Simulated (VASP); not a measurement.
Ca, 2 atoms in the cell. It takes space group P6_3/mmc (No. 194, hexagonal). Conventional cell: a = 3.906 Å, b = 3.906 Å, c = 6.406 Å, α = 90.00°, β = 90.00°, γ = 120.00°. Within 5.1 Å of Ca (site symmetry -6m2) lie 12 Ca at 3.91 to 3.92 Å. This isn't the form of Ca at room conditions, which is fcc.

```yaml
Program: VASP 6.6.1
Task: single point
Functional: PBE
Potentials_or_basis: VASP PAW PBE potentials, release 64 (Ca_sv)
Cutoff: 520 eV
k_mesh: 12 × 12 × 8
Occupations: gaussian, width 0.05 eV
Spin: no spin polarisation
Dipole_correction: no
k_mesh_for_the_DOS: 18 × 18 × 12
Occupations_for_the_DOS: tetrahedron
Further_INCAR_settings: ALGO = Normal; EDIFF = 1e-06
```

Potentials or basis: VASP PAW PBE potentials, release 64 (Ca_sv).

The run is started by

```console
$ cat potpaw_PBE.64/Ca_sv/POTCAR > POTCAR
$ cp INCAR.step1 INCAR
$ cp KPOINTS.step1 KPOINTS
$ mpirun -np 1 vasp_std > vasp.out
$ cp INCAR.step2 INCAR
$ cp KPOINTS.step2 KPOINTS
$ mpirun -np 1 vasp_std > vasp.out
```

Hardware: 1 thread of Intel(R) Xeon(R) Platinum 8375C CPU @ 2.90GHz (Ice Lake), with other jobs on the host.

Problem. Estimate the wall time of this run.

Solution. Wall time 5.7 min on 1 thread of Intel(R) Xeon(R) Platinum 8375C CPU @ 2.90GHz (Ice Lake), with other jobs on the host, peak memory 0.4 GiB. Counts: k points 259.
